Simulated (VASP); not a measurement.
# HfN (P-6m2) in VASP: notebook, part 2 of 2

VASP 6.6.1.

### Step 4. Relaxation of cell and atoms, PBE

This run uses another cell than the first one, of 12.15 Å³/atom, 1.003 times its volume.

Contents of INCAR:

```
SYSTEM = HfN
PREC = Accurate
ENCUT = 600
EDIFF = 1E-7
ISMEAR = 0
SIGMA = 0.1
LREAL = .FALSE.
LASPH = .TRUE.
NELM = 60
ALGO = Normal
ISIF = 3
LWAVE = .FALSE.
LCHARG = .FALSE.
GGA = PE
IBRION = 2
NSW = 90
EDIFFG = -0.04
```

Contents of KPOINTS:

```
regular mesh
0
G
  6 6 6
  0 0 0
```

Contents of POSCAR:

```
HfN
1.0
    3.1037754225      0.0000000000      0.0000000000
   -1.5518877112      2.6879483635      0.0000000000
    0.0000000000      0.0000000000      2.9127936898
Hf N
1 1
Direct
    0.0000000000      0.0000000000      0.0000000000
    0.6666666667      0.3333333333      0.5000000000
```

Potentials or basis: VASP PAW PBE potentials, release 64 (Hf_pv, N).

Launch:

```
$ cat potpaw_PBE.64/Hf_pv/POTCAR potpaw_PBE.64/N/POTCAR > POTCAR
$ mpirun -np 1 vasp_std > vasp.out
```

OUTCAR:

```text
SYSTEM = HfN
   PREC = Accurate
   ENCUT = 600
   EDIFF = 1E-7
   ISMEAR = 0
   LREAL = .FALSE.
   LASPH = .TRUE.
   NELM = 60
   ISIF = 3
   GGA = PE
   IBRION = 2
   NSW = 90
   EDIFFG = -0.04

 ion  position               nearest neighbor table
   1  0.000  0.000  0.000-   2 2.31   2 2.31   2 2.31   2 2.31   2 2.31   2 2.31
   2  0.667  0.333  0.500-   1 2.31   1 2.31   1 2.31   1 2.31   1 2.31   1 2.31

  LATTYP: Found a hexagonal cell.
 ALAT       =     3.1037754225
 C/A-ratio  =     0.9384679280

  Lattice vectors:

 A1 = (   3.1037754225,   0.0000000000,   0.0000000000)
 A2 = (  -1.5518877112,   2.6879483635,   0.0000000000)
 A3 = (   0.0000000000,   0.0000000000,   2.9127936898)

Analysis of symmetry for initial positions (statically):
=====================================================================
 Subroutine PRICEL returns:
 Original cell was already a primitive cell.

 Routine SETGRP: Setting up the symmetry group for a
 hexagonal supercell.

 Subroutine GETGRP returns: Found 12 space group operations
 (whereof 12 operations were pure point group operations)
 out of a pool of 24 trial point group operations.

The static configuration has the point symmetry D_3h.

Analysis of symmetry for dynamics (positions and initial velocities):
=====================================================================
 Subroutine PRICEL returns:
 Original cell was already a primitive cell.

 Routine SETGRP: Setting up the symmetry group for a
 hexagonal supercell.

 Subroutine GETGRP returns: Found 12 space group operations
 (whereof 12 operations were pure point group operations)
 out of a pool of 24 trial point group operations.

The dynamic configuration has the point symmetry D_3h.

 Subroutine INISYM returns: Found 12 space group operations
 (whereof 12 operations are pure point group operations),
 and found     1 'primitive' translations

----------------------------------------------------------------------------------------

                                     Primitive cell

  volume of cell :      24.3008

  direct lattice vectors                    reciprocal lattice vectors
     3.103775423  0.000000000  0.000000000     0.322188259  0.186015478  0.000000000
    -1.551887711  2.687948363  0.000000000     0.000000000  0.372030956  0.000000000
     0.000000000  0.000000000  2.912793690     0.000000000  0.000000000  0.343313021

  length of vectors
     3.103775423  3.103775422  2.912793690     0.372030956  0.372030956  0.343313021

  position of ions in fractional coordinates (direct lattice)
     0.000000000  0.000000000  0.000000000
     0.666666667  0.333333333  0.500000000

  ion indices of the primitive-cell ions
   primitive index   ion index
                 1           1
                 2           2

----------------------------------------------------------------------------------------

 KPOINTS: regular mesh

[... 48 lines left out ...]
 [... further k-points ...]
   k-points           NKPTS =     28   k-points in BZ     NKDIM =     28   number of bands    NBANDS=     11
   number of dos      NEDOS =    301   number of ions     NIONS =      2
   total plane-waves  NPLWV =  18816
   dimension x,y,z NGX =    28 NGY =   28 NGZ =   24
   dimension x,y,z NGXF=    56 NGYF=   56 NGZF=   48
   ions per type =               1   1
   NGX,Y,Z   is equivalent  to a cutoff of  15.00, 15.00, 13.70 a.u.
   NGXF,Y,Z  is equivalent  to a cutoff of  29.99, 29.99, 27.40 a.u.
 SYSTEM =  HfN
   PREC   = accura    normal or accurate (medium, high low for compatibility)
   ISTART =      0    job   : 0-new  1-cont  2-samecut
   ICHARG =      2    charge: 1-file 2-atom 10-const
   ISPIN  =      1    spin polarized calculation?
   LNONCOLLINEAR =      F non collinear calculations
   LSORBIT =      F    spin-orbit coupling
   LASPH  =      T    aspherical Exc in radial PAW
   ENCUT  =  600.0 eV  44.10 Ry    6.64 a.u.   6.20  6.20  5.82*2*pi/ulx,y,z
   NELM   =     60;   NELMIN=  2; NELMDL= -5     # of ELM steps
   EDIFF  = 0.1E-06   stopping-criterion for ELM
   LREAL  =      F    real-space projection
   EDIFFG = -.4E-01   stopping-criterion for IOM
   NSW    =     90    number of steps for IOM
   IBRION =      2    ionic relax: 0-MD 1-quasi-New 2-CG
   NFREE  =      1    steps in history (QN), initial steepest desc. (CG)
   ISIF   =      3    stress and relaxation
   ISYM   =      2    0-nonsym 1-usesym 2-fastsym
   POTIM  = 0.5000    time-step for ionic-motion
   TEBEG  =    0.0;   TEEND  =   0.0 temperature during run
   PSTRESS=    0.0 pullay stress
   NELECT =      15.0000    total number of electrons
   NUPDOWN=      -1.0000    fix difference up-down
   EMIN   =  10.00;   EMAX   =-10.00  energy-range for DOS
   EFERMI =   0.00;   METHOD = LEGACY
   ISMEAR =     0;   SIGMA  =   0.10  broadening in eV -4-tet -1-fermi 0-gaus
   EFERMI_NEDOS =   21; number of points for ismear=-14 and -15
   IALGO  =     38    algorithm
   IMIX   =      4    mixing-type and parameters
     AMIX     =   0.40;   BMIX     =  1.00
     AMIX_MAG =   1.60;   BMIX_MAG =  1.00
  volume/ion in A,a.u.               =      12.15        82.00
  Fermi-wavevector in a.u.,A,eV,Ry     =   1.393900  2.634089 26.435536  1.942957
  Thomas-Fermi vector in A             =   2.517501
   LORBIT       =      0    0 simple, 1 ext, 2 COOP (PROOUT), +10 PAW based schemes
   GGA     = PE    functional components
   LHFCALC =     F    Hartree Fock is set to
   AEXX    =    0.0000 exact exchange contribution
   IVDW    =     0    specifies the selected vdW correction
   LEPSILON=     F    determine dielectric tensor
   LRPA    =     F    only Hartree local field effects (RPA)
 conjugate gradient relaxation of ions
 non-spin polarized calculation
 Gauss-broadening in eV      SIGMA  =   0.10
  energy-cutoff  :      600.00
  volume of cell :       24.30
 maximum number of plane-waves:       827
 NGX is ok and might be reduce to    28
   NGX = 13   NGY = 13   NGZ = 11

--------------------------------------- Ionic step        1  -------------------------------------------

 number of electron      15.0000002 magnetization

 Free energy of the ion-electron system (eV)
  ---------------------------------------------------
  ext. energy  EPLUGINS =         0.00000000
  ---------------------------------------------------
  free energy    TOTEN  =       -20.96324552 eV

  energy without entropy =      -20.94977190  energy(sigma->0) =      -20.95650871

------------------------ aborting loop because EDIFF is reached ----------------------------------------

  FORCE on cell =-STRESS in cart. coord.  units (eV):
  Direction    XX          YY          ZZ          XY          YZ          ZX
  --------------------------------------------------------------------------------------
  -------------------------------------------------------------------------------------
  Total       -0.3170060     -0.3170060     -0.6331117     -0.0000000      0.0000000      0.0000000
  in kB      -20.9005227    -20.9005227    -41.7416845     -0.0000000      0.0000000      0.0000000
  external PRESSURE =     -27.8475766 kB  Pullay stress =       0.0000000 kB
[... 59 lines left out ...]
--------------------------------------- Ionic step        3  -------------------------------------------

 number of electron      15.0000001 magnetization

 Free energy of the ion-electron system (eV)
  ---------------------------------------------------
  ext. energy  EPLUGINS =         0.00000000
  ---------------------------------------------------
  free energy    TOTEN  =       -20.96606503 eV

  energy without entropy =      -20.95255448  energy(sigma->0) =      -20.95930975

 E-fermi :   6.8793     XC(G=0): -12.4770

 val. band max:        6.8621019511   @ k =   0.1667   0.1667   0.3333
 cond. band min:       6.8845712112   @ k =   0.3333   0.1667   0.1667
 fundamental gap:      0.0224692601
 Fermi energy:         6.8793470732

 k-point     1 :       0.0000    0.0000    0.0000
  band No.  band energies     occupation
      1     -23.3397      2.00000
      2     -23.3397      2.00000
      3     -23.0940      2.00000
      4      -9.2189      2.00000
      5       3.4540      2.00000
      6       3.4540      2.00000
      7       4.6594      2.00000
      8       5.3310      2.00000
      9       9.0095      0.00000
     10      11.8153      0.00000
     11      11.8153      0.00000
[... 309 lines left out ...]
 k-point    24 :       0.3333    0.0000    0.5000
  band No.  band energies     occupation
      1     -24.0476      2.00000
      2     -23.8507      2.00000
      3     -23.3711      2.00000
      4      -7.2896      2.00000
      5       0.9102      2.00000
      6       2.7364      2.00000
      7       2.9345      2.00000
      8       6.8518      1.30364
      9      11.3898      0.00000
     10      11.6500      0.00000
     11      14.0858      0.00000

 [... further k-points ...]
[... 5 lines left out ...]
  --------------------------------------------------------------------------------------
  -------------------------------------------------------------------------------------
  Total        0.0157112      0.0157112     -0.0195372      0.0000000      0.0000000     -0.0000000
  in kB        1.0480745      1.0480745     -1.3033069      0.0000000      0.0000000     -0.0000000
  external PRESSURE =       0.2642807 kB  Pullay stress =       0.0000000 kB
[... 17 lines left out ...]
  FREE ENERGIE OF THE ION-ELECTRON SYSTEM (eV)
  ---------------------------------------------------
  free  energy   TOTEN  =       -20.9660650285 eV

  energy  without entropy=      -20.9525544812  energy(sigma->0) =      -20.95930975

 reached required accuracy - stopping structural energy minimisation
```

CONTCAR:

```text
HfN
   1.00000000000000
     3.0946874255597829   -0.0000000000001690    0.0000000000000000
    -1.5473437127301841    2.6800779272805761   -0.0000000000000000
     0.0000000000000000    0.0000000000000000    2.8957603256634088
  Hf              N
     1     1
Direct
     0.0000000000000000    0.0000000000000000    0.0000000000000000
     0.6666666667000030    0.3333333332999970    0.5000000000000000

  0.00000000E+00  0.00000000E+00  0.00000000E+00
  0.00000000E+00  0.00000000E+00  0.00000000E+00
```

It took 22 s on 1 thread of Intel Xeon Platinum 8375C at 2.90GHz (Ice Lake), shared host; peak memory 0.16 GiB.

Results:

```
Free energy                            : -20.9661 eV
Relaxed volume                         : 12.01 Å³/atom
Relaxed cell                           : a = 3.095 Å, b = 3.095 Å, c = 2.896 Å, α = 90.00°, β = 90.00°, γ = 120.00°
Space group after relaxing (to 0.05 Å) : P-6m2 (No. 187)
Energy gained by relaxing              : 1.4 meV/atom
Ionic steps                            : 3
Pressure after relaxing                : 0.0 GPa
```

Step by step:
```csv
step,energy change (eV),largest force (eV/Å),pressure (GPa),volume (Å³)
1,0.0000,0.0000,-2.78,24.30
2,0.0046,0.0000,4.90,23.57
3,-0.0028,0.0000,0.03,24.02
```

Final structure:
```
CELL_PARAMETERS angstrom
3.09469 0.00000 0.00000
-1.54734 2.68008 0.00000
0.00000 0.00000 2.89576
ATOMIC_POSITIONS crystal
Hf 0.00000 0.00000 0.00000
N 0.66667 0.33333 0.50000
```

Caveat: the k points lie up to 0.39 Å⁻¹ apart in the final cell; spin-orbit coupling is left out, which moves the levels of the heavy elements.

### Step 5. Overview

```tsv
task	cell	k mesh	cutoff (eV)	gap on the mesh (eV)	pressure (GPa)
single point	a = 3.104, b = 3.104, c = 2.904 Å, angles 90.0, 90.0, 120.0°, 2 atoms	6 × 6 × 6	520	none	-1.9
single point	a = 2.913, b = 3.104, c = 3.104 Å, angles 60.0, 90.0, 90.0°, 2 atoms	4 × 6 × 6	520	none	-1.9
relaxation of cell and atoms	relaxed from a = 3.104, b = 3.104, c = 2.913 Å, angles 90.0, 90.0, 120.0°, 2 atoms	6 × 6 × 6	600	none	0.0
```

Alike in all rows: level PBE; potentials or basis VASP PAW PBE potentials, release 64 (Hf_pv, N); no spin polarisation; smearing gaussian 0.1 eV.

Caveats: all runs use coarse meshes; spin-orbit coupling is left out, which moves the levels of the heavy elements.

Total energies depend on the potentials used, so only differences within one code and one set of settings carry meaning.
